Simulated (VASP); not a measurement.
Write the native input for VASP 6.6.1 that does the following.

| Property | Result |
| --- | --- |
| Task | single point |
| Functional | PBEsol |
| Potentials or basis | VASP PAW PBE potentials, release 64 (Bi_d, Te) |
| Cutoff | 520 eV |
| k mesh | 14 × 14 × 14 |
| Occupations | gaussian, width 0.15 eV |
| Spin | no spin polarisation |
| Dipole correction | no |
| Further INCAR settings | ALGO = Normal; EDIFF = 1e-06; NBANDS = 18 |

The structure of BiTe lies in POSCAR:

```
BiTe
1.0
    0.0000000000      3.1379500000      3.2350000000
    3.1379500000      0.0000000000      3.2350000000
    3.1379500000      3.1379500000      0.0000000000
Bi Te
1 1
Direct
    0.0000000000      0.0000000000      0.0000000000
    0.5000000000      0.5000000000      0.5000000000
```

This cell differs from its parent crystal: strain -0.030 along x and y, +0.000 along z.

One way to write it, as run:

INCAR

```
SYSTEM = BiTe
  ALGO = Normal
  EDIFF = 1E-6
  ENCUT = 520
  GGA = PS
  ISIF = 2
  ISMEAR = 0
  LASPH = .True.
  LCHARG = .False.
  LREAL = .False.
  LWAVE = .False.
  NBANDS = 18
  NELM = 60
  PREC = Accurate
  SIGMA = 0.15
```

KPOINTS

```
k-points
0
Gamma
  14 14 14
  0 0 0
```

Potentials or basis: VASP PAW PBE potentials, release 64 (Bi_d, Te).

Run with:

```sh
$ cat potpaw_PBE.64/Bi_d/POTCAR potpaw_PBE.64/Te/POTCAR > POTCAR
$ mpirun -np 1 vasp_std > vasp.out
```

Results of the run:

| Item | Value |
| --- | --- |
| Pressure | 1.6 GPa |
| Band gap on the k mesh | zero (an odd number of electrons rules out a gap without spin polarisation) |

Caveat: the cell differs from its parent crystal (strain -0.030 along x and y, +0.000 along z); the PAW data sets were made with another functional, which shifts forces and pressure a little; spin-orbit coupling is left out, which moves the levels of the heavy elements.

It took 3 min on 1 thread of Intel(R) Xeon(R) Platinum 8259CL CPU @ 2.50GHz (Skylake/Cascade Lake) (shared host), peak memory 0.41 GiB.
